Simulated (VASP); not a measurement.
# Bi: single point with LDA

Bi:

```xyz
2
Lattice="3.4138 0.0000 0.0000 -1.7069 2.9565 0.0000 0.0000 0.0000 5.3707" Properties=species:S:1:pos:R:3 pbc="T T T"
Bi    0.0000    1.9710    1.3427
Bi    1.7069    0.9855    4.0280
```

This isn't the form of Bi at room conditions, which is rhombohedral.

```
Program                : VASP 6.6.1
Task                   : single point
Functional             : LDA
Potentials or basis    : VASP PAW LDA potentials, release 64 (Bi_d)
Cutoff                 : 500 eV
k mesh                 : 13 × 13 × 7
Occupations            : fermi-dirac, width 0.1 eV
Spin                   : no spin polarisation
Dipole correction      : no
Further INCAR settings : ALGO = Normal; EDIFF = 1e-06; NBANDS = 22
```

* Pressure: 6.3 GPa
* Band gap on the k mesh: zero (bands 15 and 16 overlap by 6.89 eV)

Levels at points of the mesh, in eV from the Fermi level:
```
           k point  band 12  band 13  band 14  band 15  band 16  band 17  band 18  band 19
(0.00, 0.00, 0.00)   -10.72    -6.12     3.44     3.44     5.48     5.48     6.58     7.22
```

Run time: 78 s on 1 thread of Intel Xeon 8259CL (shared host), peak memory 0.2 GiB.

Caveat: the cell stands under pressure; spin-orbit coupling is left out, which moves the levels of the heavy elements.
